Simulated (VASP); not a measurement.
Runs of VASP 6.6.1 on ZnCu. The structure is that of space group Pm-3m (No. 221), or close to it. The cells are those of the table. 

```csv
task,cell,k mesh,cutoff (eV),smearing,gap on the mesh (eV),pressure (GPa),relaxed volume (Å³/atom)
single point,"a = 2.945 Å, 2 atoms",6 × 6 × 6,520,gaussian 0.1 eV,none,-3.5,-
relaxation of cell and atoms,"relaxed from a = 2.908 Å, 2 atoms",14 × 14 × 14,600,fermi-dirac 0.15 eV,none,0.0,12.37
single point,"a = 2.908 Å, 2 atoms",14 × 14 × 14,520,gaussian 0.1 eV,none,0.7,-
single point,"a = 2.909 Å, 2 atoms",14 × 14 × 14,520,fermi-dirac 0.15 eV,none,0.7,-
relaxation of cell and atoms,"relaxed from a = 2.945 Å, 2 atoms",14 × 14 × 14,600,gaussian 0.1 eV,none,0.0,(a)
```

Alike in all rows: level PBEsol; potentials or basis VASP PAW PBE potentials, release 64 (Zn, Cu); no spin polarisation.

Problem. Estimate the missing entries.

Solution. (a) 12.36.

Caveats: the PAW data sets were made with another functional, which shifts forces and pressure a little.

A gap of «none» marks levels without a gap at the run's occupations.
